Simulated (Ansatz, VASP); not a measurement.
**KCl: VASP beside Ansatz**

```
K Cl
1.0
     3.93518    0.00000    0.00000
     0.00000    3.93518    0.00000
     0.00000    0.00000    3.64724
K Cl
1 1
Direct
  0.00000 0.00000 0.00000
  0.50000 0.50000 0.50000
```

Change from the starting cell: strain +0.025 along x and y, -0.050 along z, atoms carried along.

Alike in both runs: task single point; functional LDA; k mesh 6 × 6 × 6; occupations gaussian, width 0.05 eV; no spin polarisation.

|  | VASP | Ansatz |
| --- | --- | --- |
| version | VASP 6.6.1 | Ansatz 0.2.0 |
| potentials or method | VASP PAW LDA potentials, release 64 (K_sv, Cl), cutoff 520 eV | scalar-relativistic, plane waves, PAW |
| valence electrons in the cell | 16 | 16 |

|  | VASP | Ansatz | Ansatz less VASP |
| --- | --- | --- | --- |
| gap on the k mesh at the Fermi level (eV) | 4.07 | 4.06 | -0.007 |
| least direct gap on the mesh (eV) | 4.23 | 4.22 | -0.007 |
| pressure (GPa) | -3.1 | -3.1 | -0.02 |
| traceless stress, the component that is largest in VASP (GPa) | 2.14 | 2.14 | +0.005 |

LDA's correlation is that of Perdew and Zunger in VASP and of Perdew and Wang (1992) in Ansatz.
